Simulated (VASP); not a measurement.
Set up this calculation in VASP 6.6.1, as the native input.

```
Task                   : single point
Functional             : PBEsol
Potentials or basis    : VASP PAW PBE potentials, release 64 (Cu)
Cutoff                 : 520 eV
k mesh                 : 12 × 12 × 12
Occupations            : fermi-dirac, width 0.1 eV
Spin                   : no spin polarisation
Dipole correction      : no
Further INCAR settings : ALGO = Normal; EDIFF = 1e-07; NBANDS = 18
```

The structure of Cu lies in POSCAR:

```
Cu
1.0
    1.2481942868     -4.0734008568      0.0000000000
    1.2481942868      4.0734008568      0.0000000000
    0.0000000000      0.0000000000      2.5358976253
Cu
2
Direct
    0.1338670000      0.8661330000      0.2500000000
    0.8661330000      0.1338670000      0.7500000000
```

One way to write it, as run:

INCAR

```
ALGO = Normal
EDIFF = 1E-7
ENCUT = 520
GGA = PS
ISIF = 2
ISMEAR = -1
LASPH = T
LCHARG = F
LREAL = F
LWAVE = F
NBANDS = 18
NELM = 80
PREC = Accurate
SIGMA = 0.1
```

KPOINTS

```
k-points
0
Gamma
  12 12 12
```

Potentials or basis: VASP PAW PBE potentials, release 64 (Cu).

The run is started by

```bash
$ cat potpaw_PBE.64/Cu/POTCAR > POTCAR
$ mpirun -np 1 vasp_std > vasp.out
```

It gave:

```json
{"Pressure": "-9.7 GPa", "Largest force": "0.089 eV/Å", "Band gap on the k mesh": "zero (bands 11 and 12 overlap by 5.34 eV)"}
```

Caveat: the cell stands under tension; the PAW data sets were made with another functional, which shifts forces and pressure a little.

Wall time 50 s on 1 thread of Intel(R) Xeon(R) 6975P-C (Granite Rapids), on a shared host, peak memory 0.23 GiB.
